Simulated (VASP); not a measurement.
Here is a VASP 6.6.1 calculation.

The input INCAR:

```
SYSTEM = Pt
  PREC = Accurate
  ENCUT = 520
  EDIFF = 1E-6
  ISMEAR = 0
  SIGMA = 0.15
  LREAL = .False.
  LASPH = .True.
  NELM = 100
  ALGO = Fast
  ISIF = 2
  LWAVE = .False.
  LCHARG = .False.
  GGA = PS
  NBANDS = 17
```

KPOINTS

```
regular mesh
0
Gamma
  18 18 10
  0 0 0
```

File POSCAR:

```
Pt
1.0
    2.9160000000      0.0000000000      0.0000000000
   -1.4580000000      2.5253300774      0.0000000000
    0.0000000000      0.0000000000      4.7069219539
Pt
2
Direct
    0.6666666667      0.3333333333      0.7500000000
    0.3333333333      0.6666666667      0.2500000000
```

Potentials or basis: VASP PAW PBE potentials, release 64 (Pt).

Command:

```bash
$ cat potpaw_PBE.64/Pt/POTCAR > POTCAR
$ mpirun -np 1 vasp_std > vasp.out
```

(1) Estimate the band gap on the k mesh.

(2) What does it give for the pressure?

Results:

(1) zero (bands 10 and 11 overlap by 0.98 eV).

(2) -26.6 GPa.

Caveat: the stress differs along the axes, from -28 to -23 GPa; the PAW data sets were made with another functional, which shifts forces and pressure a little; spin-orbit coupling is left out, which moves the levels of the heavy elements.
